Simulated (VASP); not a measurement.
Wanted: the native input for a VASP 6.6.1 run.

```
Task                   : single point
Functional             : PBE
Potentials or basis    : VASP PAW PBE potentials, release 64 (Na_pv, Be, H)
Cutoff                 : 520 eV
k mesh                 : 6 × 6 × 4
Occupations            : gaussian, width 0.1 eV
Spin                   : no spin polarisation
Dipole correction      : no
Further INCAR settings : ALGO = Normal; EDIFF = 1e-06; NBANDS = 18
```

The structure of NaBe5H lies in POSCAR:

```
NaBe5H
1.0
    4.3669195481      0.0000000000      0.0000000000
   -2.1663349955      3.8929748400      0.0000000000
   -0.2743473102     -2.2103954463      5.4057784327
Na Be H
1 5 1
Direct
    0.1236030791      0.2382682073      0.7370870355
    0.5378271963      0.5782772205      0.4078169144
    0.5500223490      0.0922101902      0.4215386317
    0.0474207634      0.5881208487      0.4242034512
    0.9973168674      0.9869039608      0.2579719315
    0.8075444308      0.6133729335      0.7594042558
    0.9362653140      0.9028466389      0.9919777798
```

One way to write it, as run:

INCAR

```
PREC     = Accurate       # precision mode
ENCUT    = 520            # plane-wave cutoff, eV
EDIFF    = 1E-6           # SCF threshold, eV
ISMEAR   = 0              # smearing method
SIGMA    = 0.1            # smearing width, eV
LREAL    = F              # projectors in reciprocal space
LASPH    = T              # aspherical terms in the spheres
NELM     = 60             # most SCF steps
ALGO     = Normal         # electronic algorithm
ISIF     = 2              # what is computed and relaxed
LWAVE    = F              # write WAVECAR
LCHARG   = F              # write CHGCAR
GGA      = PE             # functional
NBANDS   = 18             # bands
```

KPOINTS

```
regular mesh
0
Gamma
  6 6 4
```

Potentials or basis: VASP PAW PBE potentials, release 64 (Na_pv, Be, H).

Run with:

```console
$ cat potpaw_PBE.64/Na_pv/POTCAR potpaw_PBE.64/Be/POTCAR potpaw_PBE.64/H/POTCAR > POTCAR
$ mpirun -np 1 vasp_std > vasp.out
```

Results of the run:

```json
{"Pressure": "-1.6 GPa", "Largest force": "1.108 eV/Å", "Band gap on the k mesh": "zero (bands 9 and 10 overlap by 0.36 eV)"}
```

Caveat: forces of over 1 eV/Å act on the atoms, so gaps and moduli don't describe the material at rest.

It took 65 s on 1 thread of Intel(R) Xeon(R) 6975P-C (Granite Rapids), with other jobs on the host, peak memory 0.28 GiB.
